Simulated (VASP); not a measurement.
A run of VASP 6.6.1 is set up as follows.

The input INCAR:

```
PREC = Accurate
ENCUT = 500
EDIFF = 1E-6
ISMEAR = 0
SIGMA = 0.2
LREAL = F
LASPH = T
NELM = 120
ALGO = Normal
ISIF = 2
LWAVE = F
LCHARG = T
GGA = PE
LELF = T
LVHAR = T
NBANDS = 56
GGA_COMPAT = F
```

KPOINTS

```
Automatic mesh
0
Gamma
  3 3 4
```

File POSCAR:

```
SiMo3
1.0
    5.4290052338      0.0000000027      0.0000000000
   -2.7145026192      4.7016564484      0.0000000000
    0.0000000000      0.0000000000      4.6975505584
Si Mo
2 6
Direct
    0.3333333333      0.6666666667      0.2500000000
    0.6666666667      0.3333333333      0.7500000000
    0.8324970737      0.6649941475      0.2500000000
    0.1675029263      0.8324970737      0.7500000000
    0.6649941475      0.8324970737      0.7500000000
    0.3350058525      0.1675029263      0.2500000000
    0.8324970737      0.1675029263      0.2500000000
    0.1675029263      0.3350058525      0.7500000000
```

Potentials or basis: VASP PAW PBE potentials, release 64 (Si, Mo_sv).

The run is started by

```bash
$ cat potpaw_PBE.64/Si/POTCAR potpaw_PBE.64/Mo_sv/POTCAR > POTCAR
$ mpirun -np 1 vasp_std > vasp.out
```

Problem. Estimate the band gap on the k mesh.

Solution. Zero (band 46 reaches 13.00 eV, above the bottom of band 47 at 12.09 eV).

Problem. Predict the largest force.

Solution. 0.067 eV/Å.

Stress tensor (GPa, compression positive):
```
-0.17  0.00  0.00
 0.00 -0.17  0.00
 0.00  0.00  0.36
```

Caveat: the k points lie up to 0.45 Å⁻¹ apart.
